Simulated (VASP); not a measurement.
Input of a VASP 6.6.1 run:

File INCAR:

```
PREC = Accurate ; ENCUT = 520
EDIFF = 1E-6 ; ISMEAR = 0
SIGMA = 0.15 ; LREAL = False
LASPH = True ; NELM = 100
ALGO = Fast ; ISIF = 2
LWAVE = False ; LCHARG = False
GGA = PS ; NBANDS = 10
```

File KPOINTS:

```
regular mesh
0
Gamma
  24 24 14
```

File POSCAR:

```
Al
1.0
    2.8500701807      0.0000000000      0.0000000000
   -1.4250350903      2.4682331791      0.0000000000
    0.0000000000      0.0000000000      4.7532491867
Al
2
Direct
    0.6666666667      0.3333333333      0.7500000000
    0.3333333333      0.6666666667      0.2500000000
```

Potentials or basis: VASP PAW PBE potentials, release 64 (Al).

The run is started by

```sh
$ cat potpaw_PBE.64/Al/POTCAR > POTCAR
$ mpirun -np 1 vasp_std > vasp.out
```

Task: Predict the band gap on the k mesh.

Result: Zero (bands 3 and 4 overlap by 7.11 eV).

Task: Estimate the pressure.

Result: -1.8 GPa.

Stress tensor (GPa, compression positive):
```
-1.65  0.00  0.00
 0.00 -1.65  0.00
 0.00  0.00 -1.97
```

Caveat: the cell differs from its parent crystal (strain +0.000 along x and y, +0.025 along z); the PAW data sets were made with another functional, which shifts forces and pressure a little.
